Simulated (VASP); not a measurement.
Set up this calculation in VASP 6.6.1, as the native input.

| Quantity | Value |
| --- | --- |
| Task | single point |
| Functional | PBE |
| Potentials or basis | VASP PAW PBE potentials, release 64 (Al, Cu) |
| Cutoff | 520 eV |
| k mesh | 4 × 4 × 4 |
| Occupations | gaussian, width 0.1 eV |
| Spin | no spin polarisation |
| Dipole correction | no |
| Further INCAR settings | ALGO = Normal; EDIFF = 1e-07; NBANDS = 26 |

The structure of Al7Cu lies in POSCAR:

```
Al7Cu
1.0
    0.0000000000      3.9797636000      3.9797636000
    3.9797636000      0.0000000000      3.9797636000
    3.9797636000      3.9797636000      0.0000000000
Al Cu
7 1
Direct
    0.5000000000      0.0000000000      0.0000000000
    0.0000000000      0.5000000000      0.5000000000
    0.0000000000      0.5000000000      0.0000000000
    0.5000000000      0.0000000000      0.5000000000
    0.0000000000      0.0000000000      0.5000000000
    0.5000000000      0.5000000000      0.0000000000
    0.0000000000      0.0000000000      0.0000000000
    0.5000000000      0.5000000000      0.5000000000
```

The input as run:

INCAR

```
PREC = Accurate
ENCUT = 520
EDIFF = 1E-7
ISMEAR = 0
SIGMA = 0.1
LREAL = False
LASPH = True
NELM = 80
ALGO = Normal
ISIF = 2
LWAVE = False
LCHARG = True
GGA = PE
LELF = True
LVHAR = True
NBANDS = 26
```

KPOINTS

```
Automatic mesh
0
Gamma
  4 4 4
```

Potentials or basis: VASP PAW PBE potentials, release 64 (Al, Cu).

Command:

```sh
$ cat potpaw_PBE.64/Al/POTCAR potpaw_PBE.64/Cu/POTCAR > POTCAR
$ mpirun -np 1 vasp_std > vasp.out
```

Results of the run:

The pressure is -0.3 GPa and the band gap on the k mesh is zero (band 16 reaches 8.49 eV, above the bottom of band 17 at 5.57 eV).

It took 30 s on 1 thread of AMD EPYC 9R45 96-Core Processor (Zen 5) (shared host), peak memory 0.22 GiB.
